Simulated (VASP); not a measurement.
F, 4 atoms in the cell. It takes space group C2/c (No. 15, monoclinic). Conventional cell: a = 4.946 Å, b = 3.231 Å, c = 6.535 Å, α = 90.00°, β = 90.38°, γ = 90.00°. Within 1.9 Å of F (site symmetry 1) lie 1 F at 1.40 Å. 

- Program: VASP 6.6.1
- Task: single point
- Functional: PBE
- Potentials or basis: VASP PAW PBE potentials, release 64 (F)
- Cutoff: 520 eV
- k mesh: 10 × 10 × 4
- Occupations: fermi-dirac, width 0.02 eV
- Spin: no spin polarisation
- Dipole correction: no
- Further INCAR settings: ALGO = Normal; EDIFF = 1e-06; NBANDS = 22

Potentials or basis: VASP PAW PBE potentials, release 64 (F).

Launch:

```sh
$ cat potpaw_PBE.64/F/POTCAR > POTCAR
$ mpirun -np 1 vasp_std > vasp.out
```

Hardware: 1 thread of Intel(R) Xeon(R) Platinum 8259CL CPU @ 2.50GHz (Skylake/Cascade Lake) (shared host).

Problem. How long does it take, and how much memory?

Solution. Wall time 100 s on 1 thread of Intel(R) Xeon(R) Platinum 8259CL CPU @ 2.50GHz (Skylake/Cascade Lake), with other jobs on the host, peak memory 0.22 GiB. Counts: scf iterations 12, k points 117.
